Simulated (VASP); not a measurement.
# CdI2 (P-3m1) in VASP: single point with PBE-based screened hybrid with 35 % exact exchange

Aim: the single point of CdI2 with PBE-based screened hybrid with 35 % exact exchange.

Everything below comes from runs of VASP 6.6.1. Logs are shortened: lines on timing, memory, paths and dates and some standing lists are left out, and cuts for length are marked.

### Step 1. The cell of the first run

Symmetry: P-3m1, No. 164, trigonal system. The conventional cell has a = 4.247 Å, b = 4.247 Å, c = 6.895 Å, α = 90.00°, β = 90.00°, γ = 120.00°. Cd (site symmetry -3m) has 6 I at 2.99 Å within 3.9 Å. I (site symmetry 3m) has 3 Cd at 2.99 Å within 3.9 Å.

### Step 2. Single point, PBE-based screened hybrid with 35 % exact exchange

The input, POSCAR:

```
CdI2
1.0
    4.2470087538      0.0000000000      0.0000000000
   -2.1235043769      3.6780174709      0.0000000000
    0.0000000000      0.0000000000      6.8950250881
Cd I
1 2
Direct
    0.0000000000      0.0000000000      0.0000000000
    0.3333333333      0.6666666667      0.2493934742
    0.6666666667      0.3333333333      0.7506065258
```

The input, INCAR.step1:

```
SYSTEM = CdI2
PREC = Accurate
ENCUT = 400
EDIFF = 1E-5
ISMEAR = 0
SIGMA = 0.01
LREAL = .FALSE.
LASPH = .TRUE.
NELM = 120
ALGO = Normal
ISIF = 2
LWAVE = .TRUE.
LCHARG = .FALSE.
NBANDS = 20
GGA = PE
GGA_COMPAT = .FALSE.
```

The input, INCAR.step2:

```
SYSTEM = CdI2
PREC = Accurate
ENCUT = 400
EDIFF = 1E-6
ISMEAR = 0
SIGMA = 0.01
LREAL = .FALSE.
LASPH = .TRUE.
NELM = 120
ALGO = Normal
ISIF = 2
LWAVE = .FALSE.
LCHARG = .FALSE.
GGA = PE
LHFCALC = .TRUE.
AEXX = 0.35
HFSCREEN = 0.3
PRECFOCK = Normal
NBANDS = 20
ISTART = 1
GGA_COMPAT = .FALSE.
```

The input, KPOINTS:

```
regular mesh
0
G
  6 6 2
  0 0 0
```

Potentials or basis: VASP PAW PBE potentials, release 64 (Cd, I).

Run with:

```console
$ cat potpaw_PBE.64/Cd/POTCAR potpaw_PBE.64/I/POTCAR > POTCAR
$ cp INCAR.step1 INCAR
$ mpirun -np 1 vasp_std > vasp.out
$ cp INCAR.step2 INCAR
$ mpirun -np 1 vasp_std > vasp.out
```

OUTCAR:

```text
SYSTEM = CdI2
   PREC = Accurate
   ENCUT = 400
   EDIFF = 1E-6
   ISMEAR = 0
   LREAL = .FALSE.
   LASPH = .TRUE.
   NELM = 120
   ISIF = 2
   GGA = PE
   LHFCALC = .TRUE.
   AEXX = 0.35
   HFSCREEN = 0.3
   PRECFOCK = Normal
   ISTART = 1

 ion  position               nearest neighbor table
   1  0.000  0.000  0.000-   2 2.99   3 2.99   3 2.99   2 2.99   3 2.99   2 2.99
   2  0.333  0.667  0.249-   1 2.99   1 2.99   1 2.99
   3  0.667  0.333  0.751-   1 2.99   1 2.99   1 2.99

  LATTYP: Found a hexagonal cell.
 ALAT       =     4.2470087538
 C/A-ratio  =     1.6235015014

  Lattice vectors:

 A1 = (   4.2470087538,   0.0000000000,   0.0000000000)
 A2 = (  -2.1235043769,   3.6780174709,   0.0000000000)
 A3 = (   0.0000000000,   0.0000000000,   6.8950250881)

Analysis of symmetry for initial positions (statically):
=====================================================================
 Subroutine PRICEL returns:
 Original cell was already a primitive cell.

 Routine SETGRP: Setting up the symmetry group for a
 hexagonal supercell.

 Subroutine GETGRP returns: Found 12 space group operations
 (whereof 12 operations were pure point group operations)
 out of a pool of 24 trial point group operations.

The static configuration has the point symmetry D_3d.

Analysis of symmetry for dynamics (positions and initial velocities):
=====================================================================
 Subroutine PRICEL returns:
 Original cell was already a primitive cell.

 Routine SETGRP: Setting up the symmetry group for a
 hexagonal supercell.

 Subroutine GETGRP returns: Found 12 space group operations
 (whereof 12 operations were pure point group operations)
 out of a pool of 24 trial point group operations.

The dynamic configuration has the point symmetry D_3d.

 Subroutine INISYM returns: Found 12 space group operations
 (whereof 12 operations are pure point group operations),
 and found     1 'primitive' translations

----------------------------------------------------------------------------------------

                                     Primitive cell

  volume of cell :     107.7042

  direct lattice vectors                    reciprocal lattice vectors
     4.247008754  0.000000000  0.000000000     0.235459840  0.135942802  0.000000000
    -2.123504377  3.678017471  0.000000000     0.000000000  0.271885604  0.000000000
     0.000000000  0.000000000  6.895025088     0.000000000  0.000000000  0.145032105

  length of vectors
     4.247008754  4.247008754  6.895025088     0.271885604  0.271885604  0.145032105

  position of ions in fractional coordinates (direct lattice)
     0.000000000  0.000000000  0.000000000
     0.333333333  0.666666667  0.249393474
     0.666666667  0.333333333  0.750606526

  ion indices of the primitive-cell ions
   primitive index   ion index
                 1           1
                 2           2
                 3           3

----------------------------------------------------------------------------------------

 KPOINTS: regular mesh

Automatic generation of k-mesh.
 Grid dimensions read from file:
 generate k-points for:    6    6    2

 Generating k-lattice:

  Cartesian coordinates                     Fractional coordinates (reciprocal lattice)
     0.039243307  0.022657134  0.000000000     0.166666667  0.000000000  0.000000000
     0.000000000  0.045314267  0.000000000     0.000000000  0.166666667  0.000000000
     0.000000000  0.000000000  0.072516052     0.000000000  0.000000000  0.500000000

  Length of vectors
     0.045314267  0.045314267  0.072516052

  Shift w.r.t. Gamma in fractional coordinates (k-lattice)
     0.000000000  0.000000000  0.000000000

 Subroutine IBZKPT returns following result:
 ===========================================

 Found     14 irreducible k-points:

 Following reciprocal coordinates:
            Coordinates               Weight
  0.000000  0.000000  0.000000      1.000000
  0.166667 -0.000000  0.000000      6.000000
  0.333333 -0.000000  0.000000      6.000000
  0.500000  0.000000  0.000000      3.000000
  0.166667  0.166667  0.000000      6.000000
  0.333333  0.166667  0.000000     12.000000
  0.333333  0.333333  0.000000      2.000000
  0.000000  0.000000  0.500000      1.000000
  0.166667 -0.000000  0.500000      6.000000
  0.333333 -0.000000  0.500000      6.000000
  0.500000  0.000000  0.500000      3.000000
  0.166667  0.166667  0.500000      6.000000
  0.333333  0.166667  0.500000     12.000000
  0.333333  0.333333  0.500000      2.000000
   k-points           NKPTS =     14   k-points in BZ     NKDIM =     72   number of bands    NBANDS=     20
   number of dos      NEDOS =    301   number of ions     NIONS =      3
   total plane-waves  NPLWV =  37632
   dimension x,y,z NGX =    28 NGY =   28 NGZ =   48
   dimension x,y,z NGXF=    56 NGYF=   56 NGZF=   96
   ions per type =               1   2
   NGX,Y,Z   is equivalent  to a cutoff of  10.96, 10.96, 11.57 a.u.
   NGXF,Y,Z  is equivalent  to a cutoff of  21.92, 21.92, 23.15 a.u.
 SYSTEM =  CdI2
   PREC   = accura    normal or accurate (medium, high low for compatibility)
   ISTART =      1    job   : 0-new  1-cont  2-samecut
   ICHARG =      0    charge: 1-file 2-atom 10-const
   ISPIN  =      1    spin polarized calculation?
   LNONCOLLINEAR =      F non collinear calculations
   LSORBIT =      F    spin-orbit coupling
   LASPH  =      T    aspherical Exc in radial PAW
   ENCUT  =  400.0 eV  29.40 Ry    5.42 a.u.   6.93  6.93 11.24*2*pi/ulx,y,z
   NELM   =    120;   NELMIN=  2; NELMDL=  0     # of ELM steps
   EDIFF  = 0.1E-05   stopping-criterion for ELM
   LREAL  =      F    real-space projection
   EDIFFG = 0.1E-04   stopping-criterion for IOM
   NSW    =      0    number of steps for IOM
   IBRION =     -1    ionic relax: 0-MD 1-quasi-New 2-CG
   NFREE  =      0    steps in history (QN), initial steepest desc. (CG)
   ISIF   =      2    stress and relaxation
   ISYM   =      3    0-nonsym 1-usesym 2-fastsym
   POTIM  = 0.5000    time-step for ionic-motion
   TEBEG  =    0.0;   TEEND  =   0.0 temperature during run
   PSTRESS=    0.0 pullay stress
   NELECT =      26.0000    total number of electrons
   NUPDOWN=      -1.0000    fix difference up-down
   EMIN   =  10.00;   EMAX   =-10.00  energy-range for DOS
   EFERMI =   0.00;   METHOD = LEGACY
   ISMEAR =     0;   SIGMA  =   0.01  broadening in eV -4-tet -1-fermi 0-gaus
   EFERMI_NEDOS =   21; number of points for ismear=-14 and -15
   IALGO  =     38    algorithm
   IMIX   =      1    mixing-type and parameters
     AMIX     =   0.40;   BMIX     =  1.00
     AMIX_MAG =   1.60;   BMIX_MAG =  1.00
  volume/ion in A,a.u.               =      35.90       242.27
  Fermi-wavevector in a.u.,A,eV,Ry     =   1.019346  1.926285 14.137359  1.039067
  Thomas-Fermi vector in A             =   2.152855
   LORBIT       =      0    0 simple, 1 ext, 2 COOP (PROOUT), +10 PAW based schemes
   GGA     = PE    functional components
   LHFCALC =     T    Hartree Fock is set to
   PRECFOCK=normal    Normal, Fast or Accurate (Low or Medium for compatibility)
   ENCUT4O =  -1.0   cutoff for four orbital integrals eV
   NKREDX  =     1    reduce k-point grid by
   NKREDY  =     1    reduce k-point grid by
   NKREDZ  =     1    reduce k-point grid by
   AEXX    =    0.3500 exact exchange contribution
   HFSCREEN=    0.3000 screening length (either q_TF or 0.3 A-1)
   HFSCREENC=   0.3000 screening length for correlation (either q_TF or 0.3 A-1)
   ENCUTFOCK=  -1.0 apply spherical cutoff to Coloumb kernel
   IVDW    =     0    specifies the selected vdW correction
   LEPSILON=     F    determine dielectric tensor
   LRPA    =     F    only Hartree local field effects (RPA)
 non-spin polarized calculation
 Gauss-broadening in eV      SIGMA  =   0.01
  energy-cutoff  :      400.00
  volume of cell :      107.70
 maximum number of plane-waves:      1971
 NGX is ok and might be reduce to    28
  NGX = 24; NGY = 24; NGZ = 36

 number of electron      26.0000011 magnetization

 Free energy of the ion-electron system (eV)
  ---------------------------------------------------
  ext. energy  EPLUGINS =         0.00000000
  ---------------------------------------------------
  free energy    TOTEN  =        -7.41109197 eV

  energy without entropy =       -7.41109197  energy(sigma->0) =       -7.41109197

 E-fermi :   1.2975     XC(G=0):  -6.7642

 val. band max:        1.1781780372   @ k =   0.0000   0.0000   0.5000
 cond. band min:       4.6479584224   @ k =   0.5000   0.0000   0.5000
 fundamental gap:      3.4697803852
 Fermi energy:         1.2975053393

 k-point     1 :       0.0000    0.0000    0.0000
  band No.  band energies     occupation
      1     -12.2384      2.00000
      2     -11.4350      2.00000
      3      -8.0639      2.00000
      4      -8.0639      2.00000
      5      -7.9100      2.00000
      6      -7.8442      2.00000
[... 12 lines left out ...]
     19      11.5443      0.00000
     20      11.6226      0.00000

 k-point     2 :       0.1667   -0.0000    0.0000
  band No.  band energies     occupation
      1     -12.0858      2.00000
      2     -11.4245      2.00000
      3      -8.0485      2.00000
      4      -7.9796      2.00000
      5      -7.8864      2.00000
      6      -7.8480      2.00000
[... 12 lines left out ...]
     19      10.5319      0.00000
     20      11.5892      0.00000

 k-point     3 :       0.3333   -0.0000    0.0000
  band No.  band energies     occupation
      1     -11.7372      2.00000
      2     -11.4140      2.00000
      3      -8.0319      2.00000
      4      -7.9114      2.00000
      5      -7.8394      2.00000
      6      -7.8076      2.00000
[... 12 lines left out ...]
     19      10.9137      0.00000
     20      11.5534      0.00000

 k-point     4 :       0.5000    0.0000    0.0000
  band No.  band energies     occupation
      1     -11.4898      2.00000
      2     -11.4601      2.00000
      3      -8.0301      2.00000
      4      -7.9201      2.00000
      5      -7.8252      2.00000
      6      -7.7849      2.00000
[... 199 lines left out ...]
 k-point    13 :       0.3333    0.1667    0.5000
  band No.  band energies     occupation
      1     -11.5169      2.00000
      2     -11.4306      2.00000
      3      -7.9725      2.00000
      4      -7.8954      2.00000
      5      -7.8277      2.00000
      6      -7.7984      2.00000
[... 12 lines left out ...]
     19      10.5771      0.00000
     20      11.9042      0.00000

 k-point    14 :       0.3333    0.3333    0.5000
  band No.  band energies     occupation
      1     -11.4238      2.00000
      2     -11.4238      2.00000
      3      -7.8651      2.00000
      4      -7.8651      2.00000
      5      -7.8136      2.00000
      6      -7.7839      2.00000
[... 12 lines left out ...]
     19      11.3930      0.00000
     20      11.3931      0.00000

------------------------ aborting loop because EDIFF is reached ----------------------------------------

  FORCE on cell =-STRESS in cart. coord.  units (eV):
  Direction    XX          YY          ZZ          XY          YZ          ZX
  --------------------------------------------------------------------------------------
  -------------------------------------------------------------------------------------
  Total        0.3341252      0.3341252      0.2247761      0.0000000     -0.0000000      0.0000000
  in kB        4.9703499      4.9703499      3.3437051      0.0000000     -0.0000000      0.0000000
  external PRESSURE =       4.4281350 kB  Pullay stress =       0.0000000 kB

 VOLUME and BASIS-vectors are now :
 -----------------------------------------------------------------------------
  energy-cutoff  :      400.00
  volume of cell :      107.70
      direct lattice vectors                 reciprocal lattice vectors
     4.247008754  0.000000000  0.000000000     0.235459840  0.135942802  0.000000000
    -2.123504377  3.678017471  0.000000000     0.000000000  0.271885604  0.000000000
     0.000000000  0.000000000  6.895025088     0.000000000  0.000000000  0.145032105

 POSITION                                       TOTAL-FORCE (eV/Angst)
 -----------------------------------------------------------------------------------
      0.00000      0.00000      0.00000         0.000000      0.000000      0.000000
     -0.00000      2.45201      1.71957        -0.000000      0.000000     -0.091450
      2.12350      1.22601      5.17545         0.000000     -0.000000      0.091450
 -----------------------------------------------------------------------------------
    total drift:                                0.000000      0.000000     -0.000001

  FREE ENERGIE OF THE ION-ELECTRON SYSTEM (eV)
  ---------------------------------------------------
  free  energy   TOTEN  =        -7.4110919711 eV

  energy  without entropy=       -7.4110919711  energy(sigma->0) =       -7.41109197
```

It took 29 min on 1 thread of Intel Xeon Platinum 8375C at 2.90GHz (Ice Lake), shared host; peak memory 0.32 GiB.

What came out:

| Quantity | Value |
| --- | --- |
| Free energy | -7.4111 eV |
| Pressure | 0.4 GPa |
| Largest force | 0.091 eV/Å |
| Band gap on the k mesh | 3.47 eV (least direct gap 3.76 eV) |

Forces on the atoms (eV/Å):
```
Cd   0.000  0.000  0.000
I    0.000  0.000 -0.091
I    0.000  0.000  0.091
```

Stress tensor (GPa, compression positive):
```
0.50 0.00 0.00
0.00 0.50 0.00
0.00 0.00 0.33
```

Caveat: the k points lie up to 0.46 Å⁻¹ apart; the PAW data sets were made with another functional, which shifts forces and pressure a little; spin-orbit coupling is left out, which moves the levels of the heavy elements. A k mesh can miss the band edges.
